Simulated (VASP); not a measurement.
# V (Fd-3m) in VASP: notebook, part 2 of 2

VASP 6.6.1. The steps go on from the part before.

## Step 3: Relaxation of cell and atoms, PBE, target pressure 130 GPa, at which the enthalpy is minimised

This run uses another cell than the first one, of 10.47 Å³/atom.

File INCAR:

```
PREC = Accurate
ENCUT = 600
EDIFF = 1E-6
ISMEAR = -1
SIGMA = 0.1
LREAL = False
LASPH = True
NELM = 60
ALGO = Normal
ISIF = 3
LWAVE = False
LCHARG = False
GGA = PE
IBRION = 2
NSW = 60
EDIFFG = -0.005
PSTRESS = 1300.0
```

File KPOINTS:

```
Automatic mesh
0
Gamma
  15 15 15
```

File POSCAR:

```
V
1.0
    0.0000000000      2.1878727545      2.1878727545
    2.1878727545      0.0000000000      2.1878727545
    2.1878727545      2.1878727545      0.0000000000
V
2
Direct
   -0.1250000000     -0.1250000000     -0.1250000000
    0.1250000000      0.1250000000      0.1250000000
```

Potentials or basis: VASP PAW PBE potentials, release 64 (V_sv).

On the command line:

```console
cat potpaw_PBE.64/V_sv/POTCAR > POTCAR
mpirun -np 1 vasp_std > vasp.out
```

OUTCAR:

```text
PREC = Accurate
   ENCUT = 600
   EDIFF = 1E-6
   ISMEAR = -1
   LREAL = False
   LASPH = True
   NELM = 60
   ISIF = 3
   GGA = PE
   IBRION = 2
   NSW = 60
   EDIFFG = -0.005
   PSTRESS = 1300.0

 ion  position               nearest neighbor table
   1  0.875  0.875  0.875-   2 1.89   2 1.89   2 1.89   2 1.89
   2  0.125  0.125  0.125-   1 1.89   1 1.89   1 1.89   1 1.89

  LATTYP: Found a face centered cubic cell.
 ALAT       =     4.3757455090

  Lattice vectors:

 A1 = (   0.0000000000,   2.1878727545,   2.1878727545)
 A2 = (   2.1878727545,   0.0000000000,   2.1878727545)
 A3 = (   2.1878727545,   2.1878727545,   0.0000000000)

Analysis of symmetry for initial positions (statically):
=====================================================================
 Subroutine PRICEL returns:
 Original cell was already a primitive cell.

 Routine SETGRP: Setting up the symmetry group for a
 face centered cubic supercell.

 Subroutine GETGRP returns: Found 48 space group operations
 (whereof 12 operations were pure point group operations)
 out of a pool of 48 trial point group operations.

The static configuration has the point symmetry D_3d.
 The point group associated with its full space group is O_h .

Analysis of symmetry for dynamics (positions and initial velocities):
=====================================================================
 Subroutine PRICEL returns:
 Original cell was already a primitive cell.

 Routine SETGRP: Setting up the symmetry group for a
 face centered cubic supercell.

 Subroutine GETGRP returns: Found 48 space group operations
 (whereof 12 operations were pure point group operations)
 out of a pool of 48 trial point group operations.

The dynamic configuration has the point symmetry D_3d.
 The point group associated with its full space group is O_h .

[... 122 lines left out ...]
   LORBIT       =      0    0 simple, 1 ext, 2 COOP (PROOUT), +10 PAW based schemes
   GGA     = PE    functional components
   LHFCALC =     F    Hartree Fock is set to
   AEXX    =    0.0000 exact exchange contribution
   IVDW    =     0    specifies the selected vdW correction
   LEPSILON=     F    determine dielectric tensor
   LRPA    =     F    only Hartree local field effects (RPA)
 conjugate gradient relaxation of ions
 non-spin polarized calculation
  energy-cutoff  :      600.00
  volume of cell :       20.95
 maximum number of plane-waves:       725
 NGX is ok and might be reduce to    28
   NGX = 13   NGY = 13   NGZ = 13

--------------------------------------- Ionic step        1  -------------------------------------------

 number of electron      26.0000005 magnetization

 Free energy of the ion-electron system (eV)
  ---------------------------------------------------
  ext. energy  EPLUGINS =         0.00000000
  ---------------------------------------------------
  free energy    TOTEN  =        -9.26819579 eV

  energy without entropy =       -9.18617256  energy(sigma->0) =       -9.22718418

------------------------ aborting loop because EDIFF is reached ----------------------------------------

  FORCE on cell =-STRESS in cart. coord.  units (eV):
  Direction    XX          YY          ZZ          XY          YZ          ZX
  --------------------------------------------------------------------------------------
  -------------------------------------------------------------------------------------
  Total       17.5494330     17.5494330     17.5494330      0.0000000      0.0000000      0.0000000
  in kB     1342.3862553   1342.3862553   1342.3862553      0.0000000      0.0000000      0.0000000
  external PRESSURE =      42.3862553 kB  Pullay stress =    1300.0000000 kB
[... 101 lines left out ...]
--------------------------------------- Ionic step        4  -------------------------------------------

 number of electron      26.0000003 magnetization

 Free energy of the ion-electron system (eV)
  ---------------------------------------------------
  ext. energy  EPLUGINS =         0.00000000
  ---------------------------------------------------
  free energy    TOTEN  =        -9.39805294 eV

  energy without entropy =       -9.31473456  energy(sigma->0) =       -9.35639375

 E-fermi :  13.6266     XC(G=0): -13.8419

 val. band max:       13.6250747027   @ k =  -0.3333   0.4000   0.0667
 cond. band min:      13.6653477112   @ k =  -0.2667   0.2667   0.0667
 fundamental gap:      0.0402730085
 Fermi energy:        13.6265756586

 k-point     1 :       0.0000    0.0000    0.0000
  band No.  band energies     occupation
      1     -51.6130      2.00000
      2     -48.2814      2.00000
      3     -25.5624      2.00000
      4     -25.5624      2.00000
      5     -25.5624      2.00000
      6     -22.6464      2.00000
[... 457 lines left out ...]
      4     -25.8390      2.00000
      5     -25.3538      2.00000
      6     -22.8261      2.00000
[... 9 lines left out ...]
     16      16.0444      0.00000
     17      16.1925      0.00000

 [... further k-points ...]

------------------------ aborting loop because EDIFF is reached ----------------------------------------

  FORCE on cell =-STRESS in cart. coord.  units (eV):
  Direction    XX          YY          ZZ          XY          YZ          ZX
  --------------------------------------------------------------------------------------
  -------------------------------------------------------------------------------------
  Total       17.1221376     17.1221376     17.1221376     -0.0000000     -0.0000000      0.0000000
  in kB     1299.9278548   1299.9278548   1299.9278548     -0.0000000     -0.0000000      0.0000000
  external PRESSURE =      -0.0721452 kB  Pullay stress =    1300.0000000 kB
[... 21 lines left out ...]
  energy  without entropy=       -9.3147345565  energy(sigma->0) =       -9.35639375

  enthalpy is  TOTEN    =         7.7250349244 eV   P V=       17.1230878680

 reached required accuracy - stopping structural energy minimisation
```

OSZICAR:

```text
N       E                     dE             d eps       ncg     rms          rms(c)
DAV:   1     0.371916660537E+03    0.37192E+03   -0.18227E+04  4080   0.211E+03
DAV:   2     0.275762560317E+01   -0.36916E+03   -0.36583E+03  4104   0.621E+02
DAV:   3    -0.902905025371E+01   -0.11787E+02   -0.11537E+02  5109   0.130E+02
DAV:   4    -0.920060085343E+01   -0.17155E+00   -0.17031E+00  4542   0.152E+01
[... 25 lines left out ...]
   3 F= 0.77250361E+01 E0= 0.77667057E+01  d E =-.207241E-02
       N       E                     dE             d eps       ncg     rms          rms(c)
DAV:   1    -0.939806146165E+01    0.26053E-02   -0.21370E-04  4272   0.220E-01    0.502E-02
DAV:   2    -0.939805304738E+01    0.84143E-05   -0.37044E-05  4305   0.729E-02    0.464E-03
DAV:   3    -0.939805294368E+01    0.10370E-06   -0.58568E-07  2253   0.839E-03
   4 F= 0.77250349E+01 E0= 0.77666941E+01  d E =-.207362E-02
```

CONTCAR:

```text
V
   1.00000000000000
     0.0000000000000000    2.1933424290637493    2.1933424290637493
     2.1933424290637493    0.0000000000000000    2.1933424290637493
     2.1933424290637493    2.1933424290637493   -0.0000000000000000
  V
     2
Direct
     0.8750000000000000    0.8750000000000000    0.8750000000000000
     0.1250000000000000    0.1250000000000000    0.1250000000000000

  0.00000000E+00  0.00000000E+00  0.00000000E+00
  0.00000000E+00  0.00000000E+00  0.00000000E+00
```

Run time: 2.1 min. Hardware: 1 thread of Intel Xeon Platinum 8259CL at 2.50GHz (Skylake/Cascade Lake), shared host; peak memory 0.19 GiB.

What came out:

| Item | Value |
| --- | --- |
| Free energy | -9.3981 eV |
| Relaxed volume | 10.55 Å³/atom |
| Relaxed cell | a = 3.102 Å, b = 3.102 Å, c = 3.102 Å, α = 60.00°, β = 60.00°, γ = 60.00° |
| Space group after relaxing (to 0.1 Å) | Fd-3m (No. 227) |
| Energy change on relaxing (the run minimises the enthalpy) | -64.9 meV/atom |
| Ionic steps | 4 |
| Pressure after relaxing | 130.0 GPa |
| Band gap on the k mesh | zero (bands 13 and 14 overlap by 2.76 eV) |

Step by step:
| step | energy change (eV) | largest force (eV/Å) | pressure (GPa) | volume (Å³) |
| --- | --- | --- | --- | --- |
| 1 | 0.0000 | 0.0000 | 134.24 | 20.95 |
| 2 | -0.6548 | 0.0000 | 112.83 | 21.80 |
| 3 | -0.1325 | 0.0000 | 129.92 | 21.11 |
| 4 | -0.1299 | 0.0000 | 129.99 | 21.10 |

Final structure:
```
CELL_PARAMETERS angstrom
0.00000 2.19334 2.19334
2.19334 0.00000 2.19334
2.19334 2.19334 0.00000
ATOMIC_POSITIONS crystal
V 0.87500 0.87500 0.87500
V 0.12500 0.12500 0.12500
```

Levels at points of the mesh, in eV from the Fermi level:
```tsv
k point	band 11	band 12	band 13	band 14	band 15	band 16
(0.00, 0.00, 0.00)	-3.45	-1.31	-1.31	-1.31	2.41	2.41
```

Caveat: the cell is relaxed towards a set pressure, so the run minimises the enthalpy, not the energy; atoms lie so close that the PAW spheres overlap strongly, which falsifies energies and pressures.

## Step 4: Single point, PBE

File INCAR:

```
ALGO = Normal ; EDIFF = 1E-7
ENCUT = 520 ; GGA = PE
ISIF = 2 ; ISMEAR = -1
LASPH = T ; LCHARG = T
LELF = T ; LREAL = F
LVHAR = T ; LWAVE = F
NBANDS = 20 ; NELM = 60
PREC = Accurate ; SIGMA = 0.1
```

File KPOINTS:

```
k-points
0
Gamma
  15 15 15
```

File POSCAR:

```
V
1.0
    0.0000000000      2.1646847483      2.1646847483
    2.1646847483      0.0000000000      2.1646847483
    2.1646847483      2.1646847483      0.0000000000
V
2
Direct
   -0.1250000000     -0.1250000000     -0.1250000000
    0.1250000000      0.1250000000      0.1250000000
```

On the command line:

```console
cat potpaw_PBE.64/V_sv/POTCAR > POTCAR
mpirun -np 1 vasp_std > vasp.out
```

Run time: 53 s. Hardware: 1 thread of Intel Xeon 8259CL, shared host; peak memory 0.17 GiB.

Results (log left out):

```
Free energy            : -8.6750 eV
Pressure               : 153.9 GPa
Band gap on the k mesh : zero (bands 13 and 14 overlap by 2.72 eV)
```

Levels at points of the mesh, in eV from the Fermi level:
```tsv
k point	band 9	band 10	band 11	band 12	band 13	band 14	band 15	band 16	band 17	band 18
(0.00, 0.00, 0.00)	-7.13	-3.71	-3.71	-1.38	-1.38	-1.38	2.51	2.51	2.51	6.53
```

Caveat: atoms lie so close that the PAW spheres overlap strongly, which falsifies energies and pressures; the cell stands under pressure.

## Step 5: Single point, PBE

This run uses another cell than the first one, of 10.17 Å³/atom.

File INCAR:

```
PREC     = Accurate       # precision mode
ENCUT    = 520            # plane-wave cutoff, eV
EDIFF    = 1E-7           # SCF threshold, eV
ISMEAR   = -1             # smearing method
SIGMA    = 0.1            # smearing width, eV
LREAL    = False          # projectors in reciprocal space
LASPH    = True           # aspherical terms in the spheres
NELM     = 100            # most SCF steps
ALGO     = Normal         # electronic algorithm
ISIF     = 2              # what is computed and relaxed
LWAVE    = False          # write WAVECAR
LCHARG   = False          # write CHGCAR
GGA      = PE             # functional
NBANDS   = 20             # bands
```

File KPOINTS:

```
regular mesh
0
Gamma
  15 15 15
```

File POSCAR:

```
V
1.0
    0.0000000000      2.1666098429      2.1666098429
    2.1666098429      0.0000000000      2.1666098429
    2.1666098429      2.1666098429      0.0000000000
V
2
Direct
   -0.1250000000     -0.1250000000     -0.1250000000
    0.1250000000      0.1250000000      0.1250000000
```

On the command line:

```console
cat potpaw_PBE.64/V_sv/POTCAR > POTCAR
mpirun -np 1 vasp_std > vasp.out
```

Run time: 49 s. Hardware: 1 thread of Intel Xeon 8259CL, shared host; peak memory 0.16 GiB.

It converged, with:

```
Free energy            : -8.7268 eV
Pressure               : 152.2 GPa
Band gap on the k mesh : zero (bands 13 and 14 overlap by 2.72 eV)
```

Levels at points of the mesh, in eV from the Fermi level:
```
           k point  band 11  band 12  band 13  band 14  band 15  band 16
(0.00, 0.00, 0.00)    -3.69    -1.38    -1.38    -1.38     2.50     2.50
```

Caveat: atoms lie so close that the PAW spheres overlap strongly, which falsifies energies and pressures; the cell stands under pressure.

## Step 6: The runs side by side

```tsv
task	cell	cutoff (eV)	gap on the mesh (eV)	pressure (GPa)
relaxation of cell and atoms	relaxed to 130 GPa from a = 3.061 Å, angles 60.0°, 2 atoms	600	none	130.0
relaxation of cell and atoms	relaxed to 130 GPa from a = 3.094 Å, angles 60.0°, 2 atoms	600	none	130.0
single point	a = 3.061 Å, angles 60.0°, 2 atoms	520	none	153.9
single point	a = 3.064 Å, angles 60.0°, 2 atoms	520	none	152.2
```

Alike in all rows: level PBE; potentials or basis VASP PAW PBE potentials, release 64 (V_sv); no spin polarisation; k mesh 15 × 15 × 15; smearing fermi-dirac 0.1 eV.

Caveats: atoms lie so close that the PAW spheres overlap strongly, which falsifies energies and pressures; the cell is relaxed towards a set pressure, so the run minimises the enthalpy, not the energy (at least some runs); the cell stands under pressure (at least some runs).

Total energies depend on the potentials used, so only differences within one code and one set of settings carry meaning.
